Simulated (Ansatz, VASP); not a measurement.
# Two plane-wave programs on MoS2

```
Mo S
1.0
     3.17105    0.00000    0.00000
    -1.58553    2.74621    0.00000
     0.00000    0.00000    6.80972
Mo S
1 2
Direct
  0.00000 0.00000 0.00000
  0.33333 0.66667 0.22857
  0.33333 0.66667 0.77143
```

Alike in both runs: task single point; functional PBE-based global hybrid; k mesh 6 × 6 × 2; no spin polarisation.

|  | VASP | Ansatz |
| --- | --- | --- |
| version | VASP 6.6.1 | Ansatz 0.2.0 |
| potentials or method | VASP PAW PBE potentials, release 64 (Mo_sv, S) | plane waves |
| plane-wave cutoff (eV) | 520 | 420 |
| occupations | gaussian, width 0.01 eV | fixed |
| valence electrons in the cell | 26 | 26 |

|  | VASP | Ansatz | Ansatz less VASP |
| --- | --- | --- | --- |
| gap on the k mesh at the Fermi level (eV) | 1.75 | 1.73 | -0.028 |
| pressure (GPa) | 0.2 | 0.4 | +0.20 |
| traceless stress, the component that is largest in VASP (GPa) | 0.81 | 0.87 | +0.053 |
| rms of the force components (eV/Å) | 0.043 | 0.037 | -0.0064 |

VASP's potentials were made for PBE, not for PBE-based global hybrid. Atom by atom the forces differ by 0.006 eV/Å (rms over components). Ansatz's warnings: stress exchange threshold loose, stress scf threshold loose.

The k mesh is coarse, so the values compare programs but aren't converged.
